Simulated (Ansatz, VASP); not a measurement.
# Two plane-wave programs on Ta

POSCAR

```
Ta
1.0
   -1.4711972949      1.4711972949      2.0802729750
    1.4711972949     -1.4711972949      2.0802729750
    1.4711972949      1.4711972949     -2.0802729750
Ta
1
Direct
    0.0000000000      0.0000000000      0.0000000000
```

File INCAR.step1:

```
ALGO = Normal ; EDIFF = 1E-4
ENCUT = 520 ; GGA = PE
ISMEAR = 0 ; LASPH = True
LCHARG = False ; LREAL = False
LWAVE = True ; NBANDS = 12
NELM = 100 ; PREC = Accurate
SIGMA = 0.15
```

Contents of INCAR.step2:

```
ALGO = Normal ; EDIFF = 1E-6
ENCUT = 520 ; ISIF = 2
ISMEAR = 0 ; ISTART = 1
LASPH = True ; LCHARG = False
LMIXTAU = True ; LREAL = False
LWAVE = False ; METAGGA = R2SCAN
NBANDS = 12 ; NELM = 100
PREC = Accurate ; SIGMA = 0.15
```

The input KPOINTS:

```
k-points
0
Gamma
  22 22 22
```

Input for Ansatz:

```yaml
crystal:
  lattice:
    - [-1.4711972949, 1.4711972949, 2.080272975]
    - [1.4711972949, -1.4711972949, 2.080272975]
    - [1.4711972949, 1.4711972949, -2.080272975]
  atoms:
    - { symbol: Ta, position: [0.0, 0.0, 0.0] }
basis:
  ecutwfc: 500
kpoints:
  mp_grid: { grid: [22, 22, 22] }
hamiltonian:
  xc: r2scan
scf:
  occupations: { method: gaussian, width: 0.15 }
output:
  forces: true
  stress: true
  eigenvalues: true
```

Alike in both runs: task single point; functional r2SCAN; k mesh 22 × 22 × 22; occupations gaussian, width 0.15 eV; no spin polarisation.

```csv
,VASP,Ansatz
version,VASP 6.6.1,Ansatz 0.2.0
potentials or method,"VASP PAW PBE potentials, release 64 (Ta_pv), cutoff 520 eV","scalar-relativistic, plane waves, PAW"
valence electrons in the cell,11,13
```

```tsv
	VASP	Ansatz	Ansatz less VASP
gap on the k mesh at the Fermi level (eV)	none	none	-
pressure (GPa)	7.6	7.1	-0.53
```

VASP's potentials were made for PBE, not for r2SCAN. A gap of «none» marks a metal or a gap that the smearing closes. With one functional, cell and mesh, what is left measures potentials, basis and numerics. VASP's potentials hold 11 valence electrons a cell and Ansatz's 13, so a difference there can come from the potentials and not from the codes.

Neither program's run includes spin-orbit coupling.
